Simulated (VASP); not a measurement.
# Pt (Im-3m) in VASP: notebook, part 2 of 2

VASP 6.6.1.

### 4 Relaxation of cell and atoms, r2SCAN

This run uses another cell than the first one, of 15.90 Å³/atom.

File POSCAR:

```
Pt
1.0
   -1.5842200000      1.5842200000      1.5842200000
    1.5842200000     -1.5842200000      1.5842200000
    1.5842200000      1.5842200000     -1.5842200000
Pt
1
Direct
    0.0000000000      0.0000000000      0.0000000000
```

File INCAR.step1:

```
PREC = Accurate ; ENCUT = 550
ISMEAR = 1 ; SIGMA = 0.05
LREAL = False ; LASPH = True
NELM = 120 ; GGA = PE
ALGO = Normal ; EDIFF = 1E-5
LWAVE = True ; LCHARG = False
GGA_COMPAT = False ; IBRION = 2
ISIF = 3 ; EDIFFG = -0.005
NELMIN = 4 ; NSW = 100
```

File INCAR.step2:

```
PREC = Accurate ; ENCUT = 550
EDIFF = 1E-7 ; ISMEAR = 1
SIGMA = 0.05 ; LREAL = False
LASPH = True ; NELM = 120
ALGO = Normal ; ISIF = 3
LWAVE = False ; LCHARG = False
METAGGA = R2SCAN ; LMIXTAU = True
IBRION = 2 ; NSW = 80
EDIFFG = -0.01 ; ISTART = 1
GGA_COMPAT = False ; NELMIN = 4
```

File KPOINTS:

```
Automatic mesh
0
Gamma
  15 15 15
```

Started as:

```bash
$ cat potpaw_PBE.64/Pt/POTCAR > POTCAR
$ cp INCAR.step1 INCAR
$ mpirun -np 1 vasp_std > vasp.out
$ cp INCAR.step2 INCAR
$ mpirun -np 1 vasp_std > vasp.out
```

Run time: 3.7 min. Hardware: 1 thread of Intel Xeon Platinum 8259CL at 2.50GHz (Skylake/Cascade Lake), shared host; peak memory 0.17 GiB.

The run converged. Its results:

| Item | Value |
| --- | --- |
| Free energy | -51.4186 eV |
| Relaxed volume | 15.51 Å³/atom |
| Relaxed cell | a = 2.721 Å, b = 2.721 Å, c = 2.721 Å, α = 109.47°, β = 109.47°, γ = 109.47° |
| Space group after relaxing (to 0.1 Å) | Im-3m (No. 229) |
| Energy gained by relaxing | 8.0 meV/atom |
| Ionic steps | 4 |
| Pressure after relaxing | 0.0 GPa |
| Band gap on the k mesh | zero (bands 5 and 6 overlap by 2.33 eV) |

Step by step:
```
step  energy change (eV)  largest force (eV/Å)  pressure (GPa)  volume (Å³)
   1              0.0000                0.0000           -6.18        15.90
   2              0.0490                0.0000           20.00        14.53
   3             -0.0079                0.0000           -0.17        15.52
   4             -0.0080                0.0000           -0.01        15.51
```

Final structure:
```cif
data_structure
_symmetry_space_group_name_H-M 'P 1'
_symmetry_Int_Tables_number 1
_cell_length_a 2.7209
_cell_length_b 2.7209
_cell_length_c 2.7209
_cell_angle_alpha 109.471
_cell_angle_beta 109.471
_cell_angle_gamma 109.471
_cell_volume 15.51
loop_
_atom_site_label
_atom_site_type_symbol
_atom_site_fract_x
_atom_site_fract_y
_atom_site_fract_z
_atom_site_occupancy
Pt1 Pt 0.00000 0.00000 0.00000 1
```

Levels at points of the mesh, in eV from the Fermi level:
| k point | band 2 | band 3 | band 4 | band 5 | band 6 | band 7 | band 8 | band 9 |
| --- | --- | --- | --- | --- | --- | --- | --- | --- |
| (0.00, 0.00, 0.00) | -3.75 | -3.75 | -3.75 | -1.18 | -1.18 | 18.05 | 18.05 | 18.05 |

Caveat: the PAW data sets were made with another functional, which shifts forces and pressure a little; spin-orbit coupling is left out, which moves the levels of the heavy elements.

### 5 Relaxation of cell and atoms, r2SCAN, target pressure 5 GPa, at which the enthalpy is minimised

This run uses another cell than the first one, of 15.90 Å³/atom.

POSCAR is that of step 4.

File INCAR.step1:

```
SYSTEM = Pt
ALGO = Normal
EDIFF = 1E-5
EDIFFG = -0.005
ENCUT = 550
GGA = PE
GGA_COMPAT = .False.
IBRION = 2
ISIF = 3
ISMEAR = 1
LASPH = .True.
LCHARG = .False.
LREAL = .False.
LWAVE = .True.
NELM = 120
NELMIN = 4
NSW = 100
PREC = Accurate
SIGMA = 0.05
```

File INCAR.step2:

```
SYSTEM = Pt
ALGO = Normal
EDIFF = 1E-7
EDIFFG = -0.01
ENCUT = 550
GGA_COMPAT = .False.
IBRION = 2
ISIF = 3
ISMEAR = 1
ISTART = 1
LASPH = .True.
LCHARG = .False.
LMIXTAU = .True.
LREAL = .False.
LWAVE = .False.
METAGGA = R2SCAN
NELM = 120
NELMIN = 4
NSW = 80
PREC = Accurate
PSTRESS = 50.0
SIGMA = 0.05
```

File KPOINTS:

```
k-points
0
Gamma
  15 15 15
  0 0 0
```

Started as:

```bash
$ cat potpaw_PBE.64/Pt/POTCAR > POTCAR
$ cp INCAR.step1 INCAR
$ mpirun -np 1 vasp_std > vasp.out
$ cp INCAR.step2 INCAR
$ mpirun -np 1 vasp_std > vasp.out
```

Run time: 3.1 min. Hardware: 1 thread of Intel Xeon Platinum 8259CL at 2.50GHz (Skylake/Cascade Lake), shared host; peak memory 0.16 GiB.

It converged, with:

```
Free energy                                                : -51.4145 eV
Relaxed volume                                             : 15.23 Å³/atom
Relaxed cell                                               : a = 2.705 Å, b = 2.705 Å, c = 2.705 Å, α = 109.47°, β = 109.47°, γ = 109.47°
Space group after relaxing (to 0.1 Å)                      : Im-3m (No. 229)
Energy change on relaxing (the run minimises the enthalpy) : -3.8 meV/atom
Ionic steps                                                : 4
Pressure after relaxing                                    : 4.9 GPa
Band gap on the k mesh                                     : zero (bands 5 and 6 overlap by 2.40 eV)
```

The path:
| step | energy change (eV) | largest force (eV/Å) | pressure (GPa) | volume (Å³) |
| --- | --- | --- | --- | --- |
| 1 | 0.0000 | 0.0000 | -6.18 | 15.90 |
| 2 | 0.2804 | 0.0000 | 53.13 | 13.48 |
| 3 | -0.0045 | 0.0000 | 4.49 | 15.25 |
| 4 | -0.0038 | 0.0000 | 4.94 | 15.23 |

Final structure:
```xyz
1
Lattice="-1.5615 1.5615 1.5615 1.5615 -1.5615 1.5615 1.5615 1.5615 -1.5615" Properties=species:S:1:pos:R:3 pbc="T T T"
Pt    1.5615   -1.5615    1.5615
```

Levels at points of the mesh, in eV from the Fermi level:
```tsv
k point	band 1	band 2	band 3	band 4	band 5	band 6	band 7	band 8	band 9
(0.00, 0.00, 0.00)	-10.16	-3.84	-3.84	-3.84	-1.20	-1.20	18.06	18.06	18.06
```

Caveat: the cell is relaxed towards a set pressure, so the run minimises the enthalpy, not the energy; the PAW data sets were made with another functional, which shifts forces and pressure a little; spin-orbit coupling is left out, which moves the levels of the heavy elements.

### 6 Relaxation of cell and atoms, r2SCAN, target pressure 10 GPa, at which the enthalpy is minimised

This run uses another cell than the first one, of 15.90 Å³/atom.

POSCAR is that of step 5.

File INCAR.step1:

```
PREC = Accurate ; ENCUT = 550
ISMEAR = 1 ; SIGMA = 0.05
LREAL = F ; LASPH = T
NELM = 120 ; GGA = PE
ALGO = Normal ; EDIFF = 1E-5
LWAVE = T ; LCHARG = F
GGA_COMPAT = F ; IBRION = 2
ISIF = 3 ; EDIFFG = -0.005
NELMIN = 4 ; NSW = 100
```

File INCAR.step2:

```
PREC = Accurate ; ENCUT = 550
EDIFF = 1E-7 ; ISMEAR = 1
SIGMA = 0.05 ; LREAL = F
LASPH = T ; NELM = 120
ALGO = Normal ; ISIF = 3
LWAVE = F ; LCHARG = F
METAGGA = R2SCAN ; LMIXTAU = T
IBRION = 2 ; NSW = 80
EDIFFG = -0.01 ; PSTRESS = 100.0
ISTART = 1 ; GGA_COMPAT = F
NELMIN = 4
```

File KPOINTS:

```
regular mesh
0
Gamma
  15 15 15
```

Potentials or basis: VASP PAW PBE potentials, release 64 (Pt).

Started as:

```bash
$ cat potpaw_PBE.64/Pt/POTCAR > POTCAR
$ cp INCAR.step1 INCAR
$ mpirun -np 1 vasp_std > vasp.out
$ cp INCAR.step2 INCAR
$ mpirun -np 1 vasp_std > vasp.out
```

OUTCAR:

```text
PREC = Accurate
   ENCUT = 550
   EDIFF = 1E-7
   ISMEAR = 1
   LREAL = F
   LASPH = T
   NELM = 120
   ISIF = 3
   METAGGA = R2SCAN
   IBRION = 2
   NSW = 80
   EDIFFG = -0.01
   PSTRESS = 100.0
   ISTART = 1
   NELMIN = 4

 ion  position               nearest neighbor table
   1  0.000  0.000  0.000-

  LATTYP: Found a body centered cubic cell.
 ALAT       =     3.1684400000

  Lattice vectors:

 A1 = (  -1.5842200000,   1.5842200000,   1.5842200000)
 A2 = (   1.5842200000,  -1.5842200000,   1.5842200000)
 A3 = (   1.5842200000,   1.5842200000,  -1.5842200000)

Analysis of symmetry for initial positions (statically):
=====================================================================
 Subroutine PRICEL returns:
 Original cell was already a primitive cell.

 Routine SETGRP: Setting up the symmetry group for a
 body centered cubic supercell.

 Subroutine GETGRP returns: Found 48 space group operations
 (whereof 48 operations were pure point group operations)
 out of a pool of 48 trial point group operations.

The static configuration has the point symmetry O_h .

Analysis of symmetry for dynamics (positions and initial velocities):
=====================================================================
[... 139 lines left out ...]
 conjugate gradient relaxation of ions
 non-spin polarized calculation
 Methfessel and Paxton  Order N= 1 SIGMA  =   0.05
  energy-cutoff  :      550.00
  volume of cell :       15.90
 maximum number of plane-waves:       478
 NGX is ok and might be reduce to    24
   NGX = 11   NGY = 11   NGZ = 11

--------------------------------------- Ionic step        1  -------------------------------------------

 number of electron       9.9999999 magnetization

 Free energy of the ion-electron system (eV)
  ---------------------------------------------------
  ext. energy  EPLUGINS =         0.00000000
  ---------------------------------------------------
  free energy    TOTEN  =       -51.41063845 eV

  energy without entropy =      -51.41069348  energy(sigma->0) =      -51.41065679

 E-fermi :   9.8923     XC(G=0): -14.2263

 val. band max:        9.8402920498   @ k =  -0.4000   0.4000   0.3333
 cond. band min:       9.9017296506   @ k =   0.4667   0.0667  -0.0000
 fundamental gap:      0.0614376009
 Fermi energy:         9.8923119840

 k-point     1 :       0.0000    0.0000    0.0000
  band No.  band energies     occupation
      1       0.1802      2.00000
      2       6.2693      2.00000
      3       6.2693      2.00000
      4       6.2693      2.00000
      5       8.7441      2.00000
      6       8.7441      2.00000
      7      27.9367      0.00000
      8      27.9367      0.00000
      9      27.9367      0.00000
[... 423 lines left out ...]
--------------------------------------- Ionic step        5  -------------------------------------------

 number of electron      10.0000001 magnetization

 Free energy of the ion-electron system (eV)
  ---------------------------------------------------
  ext. energy  EPLUGINS =         0.00000000
  ---------------------------------------------------
  free energy    TOTEN  =       -51.40260918 eV

  energy without entropy =      -51.40256290  energy(sigma->0) =      -51.40259376

 E-fermi :  10.9502     XC(G=0): -14.6559

 val. band max:       10.9415274046   @ k =  -0.4000   0.4000   0.3333
 cond. band min:      10.9750354110   @ k =  -0.4000   0.4000   0.0667
 fundamental gap:      0.0335080064
 Fermi energy:        10.9502008518

 k-point     1 :       0.0000    0.0000    0.0000
  band No.  band energies     occupation
      1       0.6134      2.00000
      2       7.0190      2.00000
      3       7.0190      2.00000
      4       7.0190      2.00000
      5       9.7292      2.00000
      6       9.7292      2.00000
      7      29.0062      0.00000
      8      29.0062      0.00000
      9      29.0062      0.00000
[... 308 lines left out ...]
  energy  without entropy=      -51.4025628994  energy(sigma->0) =      -51.40259376

  enthalpy is  TOTEN    =       -50.4679765721 eV   P V=        0.9346326107

 reached required accuracy - stopping structural energy minimisation
```

OUTCAR.step1:

```text
PREC = Accurate
   ENCUT = 550
   ISMEAR = 1
   LREAL = F
   LASPH = T
   NELM = 120
   GGA = PE
[... 682 lines left out ...]
  -------------------------------------------------------------------------------------
  Total       -0.0041820     -0.0041820     -0.0041820      0.0000000      0.0000000      0.0000000
  in kB       -0.4242641     -0.4242641     -0.4242641      0.0000000      0.0000000      0.0000000
  external PRESSURE =      -0.4242641 kB  Pullay stress =       0.0000000 kB
[... 16 lines left out ...]
  FREE ENERGIE OF THE ION-ELECTRON SYSTEM (eV)
  ---------------------------------------------------
  free  energy   TOTEN  =        -6.0114457830 eV

  energy  without entropy=       -6.0114897156  energy(sigma->0) =       -6.01146043

 reached required accuracy - stopping structural energy minimisation
```

It took 3.8 min on 1 thread of Intel Xeon Platinum 8259CL at 2.50GHz (Skylake/Cascade Lake), shared host; peak memory 0.17 GiB.

What came out:

| Item | Value |
| --- | --- |
| Free energy | -51.4026 eV |
| Relaxed volume | 14.97 Å³/atom |
| Relaxed cell | a = 2.689 Å, b = 2.689 Å, c = 2.689 Å, α = 109.47°, β = 109.47°, γ = 109.47° |
| Space group after relaxing (to 0.1 Å) | Im-3m (No. 229) |
| Energy change on relaxing (the run minimises the enthalpy) | +8.0 meV/atom |
| Ionic steps | 5 |
| Pressure after relaxing | 10.0 GPa |
| Band gap on the k mesh | zero (bands 5 and 6 overlap by 2.48 eV) |

Step by step:
```csv
step,energy change (eV),largest force (eV/Å),pressure (GPa),volume (Å³)
1,0.0000,0.0000,-6.18,15.90
2,0.7503,0.0000,101.14,12.49
3,0.0045,0.0000,8.79,15.03
4,0.0069,0.0000,9.67,14.99
5,0.0080,0.0000,10.05,14.97
```

Final structure:
```cif
data_structure
_symmetry_space_group_name_H-M 'P 1'
_symmetry_Int_Tables_number 1
_cell_length_a 2.6894
_cell_length_b 2.6894
_cell_length_c 2.6894
_cell_angle_alpha 109.471
_cell_angle_beta 109.471
_cell_angle_gamma 109.471
_cell_volume 14.97
loop_
_atom_site_label
_atom_site_type_symbol
_atom_site_fract_x
_atom_site_fract_y
_atom_site_fract_z
_atom_site_occupancy
Pt1 Pt 0.00000 0.00000 0.00000 1
```

Caveat: the cell is relaxed towards a set pressure, so the run minimises the enthalpy, not the energy; the PAW data sets were made with another functional, which shifts forces and pressure a little; spin-orbit coupling is left out, which moves the levels of the heavy elements.

### 7 Relaxation of cell and atoms, r2SCAN, target pressure 20 GPa, at which the enthalpy is minimised

This run uses another cell than the first one, of 15.90 Å³/atom.

POSCAR is that of step 6.

File INCAR.step1:

```
SYSTEM = Pt
  PREC = Accurate
  ENCUT = 550
  ISMEAR = 1
  SIGMA = 0.05
  LREAL = .False.
  LASPH = .True.
  NELM = 120
  GGA = PE
  ALGO = Normal
  EDIFF = 1E-5
  LWAVE = .True.
  LCHARG = .False.
  GGA_COMPAT = .False.
  IBRION = 2
  ISIF = 3
  EDIFFG = -0.005
  NELMIN = 4
  NSW = 100
```

File INCAR.step2:

```
SYSTEM = Pt
  PREC = Accurate
  ENCUT = 550
  EDIFF = 1E-7
  ISMEAR = 1
  SIGMA = 0.05
  LREAL = .False.
  LASPH = .True.
  NELM = 120
  ALGO = Normal
  ISIF = 3
  LWAVE = .False.
  LCHARG = .False.
  METAGGA = R2SCAN
  LMIXTAU = .True.
  IBRION = 2
  NSW = 80
  EDIFFG = -0.01
  PSTRESS = 200.0
  ISTART = 1
  GGA_COMPAT = .False.
  NELMIN = 4
```

File KPOINTS:

```
regular mesh
0
Gamma
  15 15 15
  0 0 0
```

Started as:

```bash
$ cat potpaw_PBE.64/Pt/POTCAR > POTCAR
$ cp INCAR.step1 INCAR
$ mpirun -np 1 vasp_std > vasp.out
$ cp INCAR.step2 INCAR
$ mpirun -np 1 vasp_std > vasp.out
```

It took 4.3 min on 1 thread of Intel Xeon Platinum 8259CL at 2.50GHz (Skylake/Cascade Lake), shared host; peak memory 0.17 GiB.

Results (log left out):

```yaml
Free_energy: -51.3615 eV
Relaxed_volume: 14.53 Å³/atom
Relaxed_cell: a = 2.663 Å, b = 2.663 Å, c = 2.663 Å, α = 109.47°, β = 109.47°, γ = 109.47°
Space_group_after_relaxing_to_0.1_Å: Im-3m (No. 229)
Energy_change_on_relaxing_the_run_minimises_the_enthalpy: +49.1 meV/atom
Ionic_steps: 5
Pressure_after_relaxing: 20.0 GPa
Band_gap_on_the_k_mesh: zero (bands 5 and 6 overlap by 2.60 eV)
```

The path:
| step | energy change (eV) | largest force (eV/Å) | pressure (GPa) | volume (Å³) |
| --- | --- | --- | --- | --- |
| 1 | 0.0000 | 0.0000 | -6.18 | 15.90 |
| 2 | 2.7364 | 0.0000 | 265.04 | 10.64 |
| 3 | 0.0298 | 0.0000 | 15.91 | 14.70 |
| 4 | 0.0406 | 0.0000 | 18.28 | 14.60 |
| 5 | 0.0491 | 0.0000 | 20.03 | 14.53 |

Final structure:
```xyz
1
Lattice="-1.5373 1.5373 1.5373 1.5373 -1.5373 1.5373 1.5373 1.5373 -1.5373" Properties=species:S:1:pos:R:3 pbc="T T T"
Pt    0.0000    0.0000    0.0000
```

Levels at points of the mesh, in eV from the Fermi level:
```
           k point  band 1  band 2  band 3  band 4  band 5  band 6  band 7  band 8  band 9
(0.00, 0.00, 0.00)  -10.66   -4.10   -4.10   -4.10   -1.26   -1.26   18.05   18.05   18.05
```

Caveat: the cell is relaxed towards a set pressure, so the run minimises the enthalpy, not the energy; the PAW data sets were made with another functional, which shifts forces and pressure a little; spin-orbit coupling is left out, which moves the levels of the heavy elements.

### 8 The runs side by side

| task | cell | gap on the mesh (eV) | pressure (GPa) |
| --- | --- | --- | --- |
| single point | a = 2.702 Å, angles 109.5°, 1 atom | none | 5.7 |
| single point | a = 2.719 Å, angles 109.5°, 1 atom | none | 0.7 |
| relaxation of cell and atoms | relaxed from a = 2.744 Å, angles 109.5°, 1 atom | none | 0.0 |
| relaxation of cell and atoms | relaxed to 5 GPa from a = 2.744 Å, angles 109.5°, 1 atom | none | 4.9 |
| relaxation of cell and atoms | relaxed to 10 GPa from a = 2.744 Å, angles 109.5°, 1 atom | none | 10.0 |
| relaxation of cell and atoms | relaxed to 20 GPa from a = 2.744 Å, angles 109.5°, 1 atom | none | 20.0 |

Alike in all rows: level r2SCAN; potentials or basis VASP PAW PBE potentials, release 64 (Pt); no spin polarisation; k mesh 15 × 15 × 15; cutoff (eV) 550; smearing methfessel-paxton 0.05 eV.

Caveats: the PAW data sets were made with another functional, which shifts forces and pressure a little; spin-orbit coupling is left out, which moves the levels of the heavy elements; the cell is relaxed towards a set pressure, so the run minimises the enthalpy, not the energy (at least some runs); the cell stands under pressure (at least some runs).

Absolute energies hang on the potentials; compare differences alone.

The gap in the log of VASP goes by the Fermi energy; the results here count the filled bands.